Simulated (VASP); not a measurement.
Here is a VASP 6.6.1 calculation.

The input INCAR:

```
SYSTEM = HfH3
PREC     = Accurate       ! precision mode
ENCUT    = 520            ! plane-wave cutoff, eV
EDIFF    = 1E-6           ! SCF threshold, eV
ISMEAR   = 0              ! smearing method
SIGMA    = 0.1            ! smearing width, eV
LREAL    = .FALSE.        ! projectors in reciprocal space
LASPH    = .TRUE.         ! aspherical terms in the spheres
NELM     = 80             ! most SCF steps
ALGO     = Normal         ! electronic algorithm
ISIF     = 2              ! what is computed and relaxed
LWAVE    = .FALSE.        ! write WAVECAR
LCHARG   = .TRUE.         ! write CHGCAR
GGA      = PS             ! functional
LELF     = .TRUE.         ! ELF
LVHAR    = .TRUE.       
NBANDS   = 14             ! bands
```

The input KPOINTS:

```
Automatic mesh
0
G
  20 20 20
  0 0 0
```

The input POSCAR:

```
HfH3
1.0
   -1.6108823182      1.6108823182      2.9286600686
    1.6108823182     -1.6108823182      2.9286600686
    1.6108823182      1.6108823182     -2.9286600686
Hf H
1 3
Direct
    0.0000000000      0.0000000000      0.0000000000
    0.7500000000      0.2500000000      0.5000000000
    0.2500000000      0.7500000000      0.5000000000
    0.5000000000      0.5000000000      0.0000000000
```

Potentials or basis: VASP PAW PBE potentials, release 64 (Hf_pv, H).

Run with:

```bash
$ cat potpaw_PBE.64/Hf_pv/POTCAR potpaw_PBE.64/H/POTCAR > POTCAR
$ mpirun -np 1 vasp_std > vasp.out
```

(1) Predict the pressure.

Results:

(1) -15.3 GPa.

Caveat: the cell differs from its parent crystal (strained); the PAW data sets were made with another functional, which shifts forces and pressure a little.
